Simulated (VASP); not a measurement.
# SiC: single point with PBE

Crystal: SiC.

```
Si C
1.0
     3.21544    0.00000    0.00000
    -1.60772    2.78465    0.00000
     0.00000    0.00000    4.66810
Si C
2 2
Direct
  0.33333 0.66667 0.00456
  0.66667 0.33333 0.50456
  0.33333 0.66667 0.38044
  0.66667 0.33333 0.88044
```

This cell differs from its parent crystal: strain +0.040 along x and y, -0.080 along z.

```json
{
 "Program": "VASP 6.6.1",
 "Task": "single point",
 "Functional": "PBE",
 "Potentials or basis": "VASP PAW PBE potentials, release 64 (Si, C)",
 "Cutoff": "520 eV",
 "k mesh": "12 × 12 × 6",
 "Occupations": "gaussian, width 0.05 eV",
 "Spin": "no spin polarisation"
}
```

```yaml
Pressure: 5.2 GPa
Largest_force: 2.007 eV/Å
Band_gap_on_the_k_mesh: 1.73 eV, indirect (least direct gap 2.71 eV)
```

Forces in eV/Å, atoms in the order of the input:
```
Si   0.000  0.000 -2.007
Si   0.000  0.000 -2.007
C    0.000  0.000  2.007
C    0.000  0.000  2.007
```

Stress tensor (GPa, compression positive):
```
-19.12   0.00   0.00
  0.00 -19.12   0.00
  0.00   0.00  53.89
```

Levels at points of the mesh, in eV from the valence-band top:
| k point | band 5 | band 6 | band 7 | band 8 | band 9 | band 10 | band 11 | band 12 |
| --- | --- | --- | --- | --- | --- | --- | --- | --- |
| (0.00, 0.00, 0.00) | -2.19 | -0.21 | -0.21 | 0.00 | 2.71 | 5.58 | 5.58 | 5.91 |
| (0.50, 0.00, 0.00) | -5.59 | -4.05 | -3.47 | -1.02 | 1.73 | 4.84 | 6.48 | 6.50 |
| (0.00, 0.00, 0.50) | -1.31 | -1.31 | -1.31 | -1.31 | 4.42 | 4.42 | 6.34 | 6.34 |
| (0.50, 0.00, 0.50) | -2.87 | -2.87 | -1.89 | -1.89 | 3.20 | 3.20 | 6.04 | 6.04 |

It took 35 s on 1 thread of Intel Xeon 6975P-C (shared host), peak memory 0.17 GiB.

Caveat: the cell differs from its parent crystal (strain +0.040 along x and y, -0.080 along z); forces of over 1 eV/Å act on the atoms, so gaps and moduli don't describe the material at rest. A k mesh can miss the band edges.
